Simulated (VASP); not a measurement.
# BiTe (P-3m1) in VASP: a series of runs

The runs below take BiTe through relaxation of cell and atoms, single point, with PBEsol.

Program: VASP 6.6.1. These are calculated values, not measurements. Logs are shortened: lines on timing, memory, paths and dates and some standing lists are left out, and cuts for length are marked.

### Step 1. The cell of the first run

Symmetry: P-3m1, No. 164, trigonal system. Conventional cell: a = 4.423 Å, b = 4.423 Å, c = 24.002 Å, α = 90.00°, β = 90.00°, γ = 120.00°. Within 4.0 Å of Bi (site symmetry 3m) lie 6 Te at 3.04 to 3.36 Å. Within 4.1 Å of Bi (site symmetry 3m) lie 6 Te at 3.14 to 3.16 Å. Bi (site symmetry 3m) has 9 Bi at 3.27 to 4.42 Å and 3 Te at 3.33 Å within 4.5 Å. Within 4.0 Å of Te (site symmetry 3m) lie 3 Bi at 3.04 Å and 3 Te at 3.68 Å. Te (site symmetry 3m) has 6 Bi at 3.14 to 3.36 Å within 4.1 Å. Te (site symmetry 3m) has 6 Bi at 3.16 to 3.33 Å within 4.2 Å.

### Step 2. Relaxation of cell and atoms, PBEsol

Input file INCAR:

```
SYSTEM = BiTe
PREC = Accurate ; ENCUT = 600
EDIFF = 1E-6 ; ISMEAR = 0
SIGMA = 0.1 ; LREAL = .False.
LASPH = .True. ; NELM = 80
ALGO = Normal ; ISIF = 3
LWAVE = .False. ; LCHARG = .False.
GGA = PS ; IBRION = 2
NSW = 100 ; EDIFFG = -0.05
```

Input file KPOINTS:

```
Automatic mesh
0
Gamma
  6 6 1
  0 0 0
```

Input file POSCAR:

```
BiTe
1.0
    4.4230000000      0.0000000000      0.0000000000
   -2.2115000000      3.8304303609      0.0000000000
    0.0000000000      0.0000000000     24.0020000000
Bi Te
6 6
Direct
    0.0000000000      0.0000000000      0.1242000000
    0.0000000000      0.0000000000      0.8758000000
    0.3333333333      0.6666666667      0.2908000000
    0.6666666667      0.3333333333      0.7092000000
    0.6666666667      0.3333333333      0.4575000000
    0.3333333333      0.6666666667      0.5425000000
    0.3333333333      0.6666666667      0.0552000000
    0.6666666667      0.3333333333      0.9448000000
    0.6666666667      0.3333333333      0.2149000000
    0.3333333333      0.6666666667      0.7851000000
    0.0000000000      0.0000000000      0.3687000000
    0.0000000000      0.0000000000      0.6313000000
```

Potentials or basis: VASP PAW PBE potentials, release 64 (Bi_d, Te).

Command:

```console
$ cat potpaw_PBE.64/Bi_d/POTCAR potpaw_PBE.64/Te/POTCAR > POTCAR
$ mpirun -np 1 vasp_std > vasp.out
```

OUTCAR:

```text
SYSTEM = BiTe
   PREC = Accurate
   ENCUT = 600
   EDIFF = 1E-6
   ISMEAR = 0
   LREAL = .False.
   LASPH = .True.
   NELM = 80
   ISIF = 3
   GGA = PS
   IBRION = 2
   NSW = 100
   EDIFFG = -0.05

 ion  position               nearest neighbor table
   1  0.000  0.000  0.124-   7 3.04   7 3.04   7 3.04   9 3.36   9 3.36   9 3.36
   2  0.000  0.000  0.876-   8 3.04   8 3.04   8 3.04  10 3.36  10 3.36  10 3.36
   3  0.333  0.667  0.291-   9 3.14   9 3.14   9 3.14  11 3.16  11 3.16  11 3.16
   4  0.667  0.333  0.709-  10 3.14  10 3.14  10 3.14  12 3.16  12 3.16  12 3.16
   5  0.667  0.333  0.458-   6 3.27   6 3.27   6 3.27  11 3.33  11 3.33  11 3.33
   6  0.333  0.667  0.542-   5 3.27   5 3.27   5 3.27  12 3.33  12 3.33  12 3.33
   7  0.333  0.667  0.055-   1 3.04   1 3.04   1 3.04   8 3.68   8 3.68   8 3.68
   8  0.667  0.333  0.945-   2 3.04   2 3.04   2 3.04   7 3.68   7 3.68   7 3.68
   9  0.667  0.333  0.215-   3 3.14   3 3.14   3 3.14   1 3.36   1 3.36   1 3.36
  10  0.333  0.667  0.785-   4 3.14   4 3.14   4 3.14   2 3.36   2 3.36   2 3.36
  11  0.000  0.000  0.369-   3 3.16   3 3.16   3 3.16   5 3.33   5 3.33   5 3.33
  12  0.000  0.000  0.631-   4 3.16   4 3.16   4 3.16   6 3.33   6 3.33   6 3.33

  LATTYP: Found a hexagonal cell.
 ALAT       =     4.4230000000
 C/A-ratio  =     5.4266335067

  Lattice vectors:

 A1 = (   4.4230000000,   0.0000000000,   0.0000000000)
 A2 = (  -2.2115000000,   3.8304303609,   0.0000000000)
 A3 = (   0.0000000000,   0.0000000000,  24.0020000000)

Analysis of symmetry for initial positions (statically):
=====================================================================
 Subroutine PRICEL returns:
 Original cell was already a primitive cell.

 Routine SETGRP: Setting up the symmetry group for a
 hexagonal supercell.

 Subroutine GETGRP returns: Found 12 space group operations
 (whereof 12 operations were pure point group operations)
 out of a pool of 24 trial point group operations.

The static configuration has the point symmetry D_3d.

Analysis of symmetry for dynamics (positions and initial velocities):
=====================================================================
 Subroutine PRICEL returns:
 Original cell was already a primitive cell.

 Routine SETGRP: Setting up the symmetry group for a
 hexagonal supercell.

 Subroutine GETGRP returns: Found 12 space group operations
 (whereof 12 operations were pure point group operations)
 out of a pool of 24 trial point group operations.

The dynamic configuration has the point symmetry D_3d.

 Subroutine INISYM returns: Found 12 space group operations
 (whereof 12 operations are pure point group operations),
[... 103 lines left out ...]
   NFREE  =      1    steps in history (QN), initial steepest desc. (CG)
   ISIF   =      3    stress and relaxation
   ISYM   =      2    0-nonsym 1-usesym 2-fastsym
   POTIM  = 0.5000    time-step for ionic-motion
   TEBEG  =    0.0;   TEEND  =   0.0 temperature during run
   PSTRESS=    0.0 pullay stress
   NELECT =     126.0000    total number of electrons
   NUPDOWN=      -1.0000    fix difference up-down
   EMIN   =  10.00;   EMAX   =-10.00  energy-range for DOS
   EFERMI =   0.00;   METHOD = LEGACY
   ISMEAR =     0;   SIGMA  =   0.10  broadening in eV -4-tet -1-fermi 0-gaus
   EFERMI_NEDOS =   21; number of points for ismear=-14 and -15
   IALGO  =     38    algorithm
   IMIX   =      4    mixing-type and parameters
     AMIX     =   0.40;   BMIX     =  1.00
     AMIX_MAG =   1.60;   BMIX_MAG =  1.00
  volume/ion in A,a.u.               =      33.89       228.68
  Fermi-wavevector in a.u.,A,eV,Ry     =   1.107799  2.093437 16.697328  1.227219
  Thomas-Fermi vector in A             =   2.244318
   LORBIT       =      0    0 simple, 1 ext, 2 COOP (PROOUT), +10 PAW based schemes
   GGA     = PS    functional components
   LHFCALC =     F    Hartree Fock is set to
   AEXX    =    0.0000 exact exchange contribution
   IVDW    =     0    specifies the selected vdW correction
   LEPSILON=     F    determine dielectric tensor
   LRPA    =     F    only Hartree local field effects (RPA)
 conjugate gradient relaxation of ions
 non-spin polarized calculation
 Gauss-broadening in eV      SIGMA  =   0.10
  energy-cutoff  :      600.00
  volume of cell :      406.64
 maximum number of plane-waves:     13596
 NGX is ok and might be reduce to    36
   NGX = 17   NGY = 17   NGZ = 95

--------------------------------------- Ionic step        1  -------------------------------------------

 number of electron     126.0000012 magnetization

 Free energy of the ion-electron system (eV)
  ---------------------------------------------------
  ext. energy  EPLUGINS =         0.00000000
  ---------------------------------------------------
  free energy    TOTEN  =       -48.79410606 eV

  energy without entropy =      -48.79002828  energy(sigma->0) =      -48.79206717

------------------------ aborting loop because EDIFF is reached ----------------------------------------

  FORCE on cell =-STRESS in cart. coord.  units (eV):
  Direction    XX          YY          ZZ          XY          YZ          ZX
  --------------------------------------------------------------------------------------
  -------------------------------------------------------------------------------------
  Total       -1.2253782     -1.2253782     -3.6509928     -0.0000000      0.0000000     -0.0000000
  in kB       -4.8280171     -4.8280171    -14.3849917     -0.0000000      0.0000000     -0.0000000
  external PRESSURE =      -8.0136753 kB  Pullay stress =       0.0000000 kB
[... 119 lines left out ...]
  FREE ENERGIE OF THE ION-ELECTRON SYSTEM (eV)
  ---------------------------------------------------
  free  energy   TOTEN  =       -49.1479120734 eV

  energy  without entropy=      -49.1470694934  energy(sigma->0) =      -49.14749078

[... ionic steps 4 to 8 ...]

--------------------------------------- Ionic step        9  -------------------------------------------

 number of electron     126.0000014 magnetization

------------------------ aborting loop because EDIFF is reached ----------------------------------------
[... 87 lines left out ...]
--------------------------------------- Ionic step       11  -------------------------------------------

 number of electron     126.0000015 magnetization

 Free energy of the ion-electron system (eV)
  ---------------------------------------------------
  ext. energy  EPLUGINS =         0.00000000
  ---------------------------------------------------
  free energy    TOTEN  =       -49.27798589 eV

  energy without entropy =      -49.27734332  energy(sigma->0) =      -49.27766461

 E-fermi :   6.4592     XC(G=0):  -9.6060

 val. band max:        6.2785301132   @ k =   0.1667   0.0000   0.0000
 cond. band min:       6.5902099941   @ k =   0.0000   0.0000   0.0000
 fundamental gap:      0.3116798809
 Fermi energy:         6.4591922067

 k-point     1 :       0.0000    0.0000    0.0000
  band No.  band energies     occupation
      1     -16.8915      2.00000
      2     -16.8915      2.00000
      3     -16.8915      2.00000
      4     -16.8915      2.00000
      5     -16.8749      2.00000
      6     -16.8748      2.00000
[... 574 lines left out ...]
  FREE ENERGIE OF THE ION-ELECTRON SYSTEM (eV)
  ---------------------------------------------------
  free  energy   TOTEN  =       -49.2779858929 eV

  energy  without entropy=      -49.2773433183  energy(sigma->0) =      -49.27766461

 reached required accuracy - stopping structural energy minimisation
```

OSZICAR:

```text
N       E                     dE             d eps       ncg     rms          rms(c)
DAV:   1     0.146641286574E+04    0.14664E+04   -0.62338E+04  1074   0.190E+03
[... 141 lines left out ...]
DAV:   2    -0.492786904036E+02    0.12599E-02   -0.89139E-03  1281   0.644E-01    0.152E-01
DAV:   3    -0.492783560410E+02    0.33436E-03   -0.24543E-03  1404   0.365E-01    0.793E-02
DAV:   4    -0.492780741939E+02    0.28185E-03   -0.17378E-03  1460   0.249E-01    0.456E-02
DAV:   5    -0.492779794082E+02    0.94786E-04   -0.41140E-04  1339   0.136E-01    0.352E-02
DAV:   6    -0.492779866676E+02   -0.72594E-05   -0.18381E-04  1200   0.525E-02    0.214E-02
DAV:   7    -0.492779859891E+02    0.67851E-06   -0.10821E-05  1270   0.167E-02    0.180E-02
DAV:   8    -0.492779858929E+02    0.96195E-07   -0.31580E-06   931   0.637E-03
  11 F= -.49277986E+02 E0= -.49277665E+02  d E =-.123291E-02
```

CONTCAR:

```text
BiTe
   1.00000000000000
     4.4205647740832470   -0.0000000000000000   -0.0000000000000000
    -2.2102823870416235    3.8283213933922267   -0.0000000000000000
    -0.0000000000000000   -0.0000000000000000   23.7800220318744984
  Bi              Te
     6     6
Direct
     1.0000000000000000    1.0000000000000000    0.1259076103072329
     0.0000000000000000    0.0000000000000000    0.8740923896927673
     0.3333333332999970    0.6666666667000030    0.2938029913311572
     0.6666666667000030    0.3333333332999970    0.7061970086688427
     0.6666666667000030    0.3333333332999970    0.4648979386964245
     0.3333333332999970    0.6666666667000030    0.5351020613035757
     0.3333333332999970    0.6666666667000030    0.0541992500865553
     0.6666666667000030    0.3333333332999970    0.9458007499134446
     0.6666666667000030    0.3333333332999970    0.2107556030008281
     0.3333333332999970    0.6666666667000030    0.7892443969991718
     0.0000000000000000    0.0000000000000000    0.3662283375557127
     1.0000000000000000    0.0000000000000000    0.6337716624442873

  0.00000000E+00  0.00000000E+00  0.00000000E+00
  0.00000000E+00  0.00000000E+00  0.00000000E+00
  0.00000000E+00  0.00000000E+00  0.00000000E+00
  0.00000000E+00  0.00000000E+00  0.00000000E+00
  0.00000000E+00  0.00000000E+00  0.00000000E+00
  0.00000000E+00  0.00000000E+00  0.00000000E+00
  0.00000000E+00  0.00000000E+00  0.00000000E+00
  0.00000000E+00  0.00000000E+00  0.00000000E+00
  0.00000000E+00  0.00000000E+00  0.00000000E+00
  0.00000000E+00  0.00000000E+00  0.00000000E+00
  0.00000000E+00  0.00000000E+00  0.00000000E+00
  0.00000000E+00  0.00000000E+00  0.00000000E+00
```

It took 34 min on 1 thread of AMD EPYC 9R45 (Zen 5), shared host; peak memory 0.67 GiB.

What came out:

```
Free energy                           : -49.2780 eV
Relaxed volume                        : 33.54 Å³/atom
Relaxed cell                          : a = 4.421 Å, b = 4.421 Å, c = 23.780 Å, α = 90.00°, β = 90.00°, γ = 120.00°
Space group after relaxing (to 0.1 Å) : P-3m1 (No. 164)
Energy gained by relaxing             : 40.3 meV/atom
Ionic steps                           : 11
Pressure after relaxing               : 0.0 GPa
Largest force after relaxing          : 0.041 eV/Å
Band gap on the k mesh                : 0.31 eV (least direct gap 0.40 eV)
```

Forces on the atoms (eV/Å):
```
Bi   0.000  0.000  0.021
Bi   0.000  0.000 -0.021
Bi   0.000  0.000 -0.023
Bi   0.000  0.000  0.023
Bi   0.000  0.000 -0.005
Bi   0.000  0.000  0.005
Te   0.000  0.000 -0.024
Te   0.000  0.000  0.024
Te   0.000  0.000 -0.041
Te   0.000  0.000  0.041
Te   0.000  0.000 -0.041
Te   0.000  0.000  0.041
```

Step by step:
```csv
step,energy change (eV),largest force (eV/Å),pressure (GPa),volume (Å³)
1,0.0000,1.3396,-0.80,406.64
2,-0.2950,0.9498,0.34,396.74
3,-0.3538,0.2767,2.28,385.84
4,-0.3713,0.4812,1.68,389.35
5,-0.4648,0.2656,-0.25,404.22
6,-0.4740,0.1632,0.12,400.70
7,-0.4793,0.0889,0.00,401.93
8,-0.4811,0.0667,-0.15,403.30
9,-0.4825,0.0649,0.09,401.72
10,-0.4826,0.0652,0.06,402.05
11,-0.4839,0.0412,0.02,402.44
```

Final structure:
```xyz
12
Lattice="4.4206 0.0000 0.0000 -2.2103 3.8283 0.0000 0.0000 0.0000 23.7800" Properties=species:S:1:pos:R:3 pbc="T T T"
Bi    2.2103    3.8283    2.9941
Bi    0.0000    0.0000   20.7859
Bi    0.0000    2.5522    6.9866
Bi    2.2103    1.2761   16.7934
Bi    2.2103    1.2761   11.0553
Bi    0.0000    2.5522   12.7247
Te    0.0000    2.5522    1.2889
Te    2.2103    1.2761   22.4912
Te    2.2103    1.2761    5.0118
Te    0.0000    2.5522   18.7682
Te    0.0000    0.0000    8.7089
Te    4.4206    0.0000   15.0711
```

Caveat: the PAW data sets were made with another functional, which shifts forces and pressure a little; spin-orbit coupling is left out, which moves the levels of the heavy elements; the relaxation stopped at a loose force limit of 0.05 eV/Å, so its end isn't a converged minimum. A k mesh can miss the band edges.

### Step 3. Single point, PBEsol

Input file INCAR:

```
PREC = Accurate
ENCUT = 500
EDIFF = 1E-6
ISMEAR = 0
SIGMA = 0.1
LREAL = False
LASPH = True
NELM = 120
ALGO = Normal
ISIF = 2
LWAVE = False
LCHARG = False
GGA = PS
NBANDS = 75
GGA_COMPAT = False
```

Input file KPOINTS:

```
regular mesh
0
Gamma
  6 6 1
```

POSCAR is that of step 2.

Potentials or basis: VASP PAW PBE potentials, release 64 (Bi_d, Te).

Command:

```console
$ cat potpaw_PBE.64/Bi_d/POTCAR potpaw_PBE.64/Te/POTCAR > POTCAR
$ mpirun -np 1 vasp_std > vasp.out
```

OUTCAR:

```text
PREC = Accurate
   ENCUT = 500
   EDIFF = 1E-6
   ISMEAR = 0
   LREAL = False
   LASPH = True
   NELM = 120
   ISIF = 2
   GGA = PS

 ion  position               nearest neighbor table
   1  0.000  0.000  0.124-   7 3.04   7 3.04   7 3.04   9 3.36   9 3.36   9 3.36
   2  0.000  0.000  0.876-   8 3.04   8 3.04   8 3.04  10 3.36  10 3.36  10 3.36
   3  0.333  0.667  0.291-   9 3.14   9 3.14   9 3.14  11 3.16  11 3.16  11 3.16
   4  0.667  0.333  0.709-  10 3.14  10 3.14  10 3.14  12 3.16  12 3.16  12 3.16
   5  0.667  0.333  0.458-   6 3.27   6 3.27   6 3.27  11 3.33  11 3.33  11 3.33
[... 757 lines left out ...]
 VOLUME and BASIS-vectors are now :
 -----------------------------------------------------------------------------
  energy-cutoff  :      500.00
  volume of cell :      406.64
      direct lattice vectors                 reciprocal lattice vectors
     4.423000000  0.000000000  0.000000000     0.226090889  0.130533635  0.000000000
    -2.211500000  3.830430361  0.000000000     0.000000000  0.261067271  0.000000000
     0.000000000  0.000000000 24.002000000     0.000000000  0.000000000  0.041663195

 POSITION                                       TOTAL-FORCE (eV/Angst)
 -----------------------------------------------------------------------------------
      0.00000      0.00000      2.98105        -0.000000      0.000000      0.503523
      0.00000      0.00000     21.02095        -0.000000      0.000000     -0.503523
     -0.00000      2.55362      6.97978        -0.000000      0.000000      0.697509
      2.21150      1.27681     17.02222         0.000000     -0.000000     -0.697509
      2.21150      1.27681     10.98092         0.000000      0.000000      1.340355
     -0.00000      2.55362     13.02108        -0.000000      0.000000     -1.340355
     -0.00000      2.55362      1.32491         0.000000     -0.000000     -0.220396
      2.21150      1.27681     22.67709        -0.000000      0.000000      0.220396
      2.21150      1.27681      5.15803         0.000000     -0.000000     -0.707175
     -0.00000      2.55362     18.84397        -0.000000      0.000000      0.707175
      0.00000      0.00000      8.84954        -0.000000      0.000000     -0.489284
      0.00000      0.00000     15.15246         0.000000      0.000000      0.489284
 -----------------------------------------------------------------------------------
    total drift:                               -0.000000      0.000000      0.000000

  FREE ENERGIE OF THE ION-ELECTRON SYSTEM (eV)
  ---------------------------------------------------
  free  energy   TOTEN  =       -48.7922378285 eV

  energy  without entropy=      -48.7881598649  energy(sigma->0) =      -48.79019885
```

stdout:

```text
POSCAR found type information on POSCAR BiTe
 POSCAR found :  2 types and      12 ions
 scaLAPACK will be used
 -----------------------------------------------------------------------------
|                                                                             |
|                                                                             |
|     You enforced a specific xc type in the INCAR file but a different       |
|     I HOPE YOU KNOW WHAT YOU ARE DOING!                                     |
|                                                                             |
 -----------------------------------------------------------------------------

 LDA part: xc-table for (Slater+PW92), standard interpolation
 POSCAR, INCAR and KPOINTS ok, starting setup
 FFT: planning ... GRIDC
 FFT: planning ... GRID_SOFT
 FFT: planning ... GRID
 WAVECAR not read
 entering main loop
```

Wall time 13 min (1 thread of Oxide Virtual Turin-like, shared host); peak memory 0.47 GiB.

Results:

```
Free energy            : -48.7922 eV
Pressure               : -0.8 GPa
Largest force          : 1.340 eV/Å
Band gap on the k mesh : 0.12 eV
```

Forces on the atoms (eV/Å):
```
Bi   0.000  0.000  0.504
Bi   0.000  0.000 -0.504
Bi   0.000  0.000  0.698
Bi   0.000  0.000 -0.698
Bi   0.000  0.000  1.340
Bi   0.000  0.000 -1.340
Te   0.000  0.000 -0.220
Te   0.000  0.000  0.220
Te   0.000  0.000 -0.707
Te   0.000  0.000  0.707
Te   0.000  0.000 -0.489
Te   0.000  0.000  0.489
```

Stress tensor (GPa, compression positive):
```
-0.51  0.00  0.00
 0.00 -0.51  0.00
 0.00  0.00 -1.46
```

Caveat: the PAW data sets were made with another functional, which shifts forces and pressure a little; spin-orbit coupling is left out, which moves the levels of the heavy elements. A k mesh can miss the band edges.
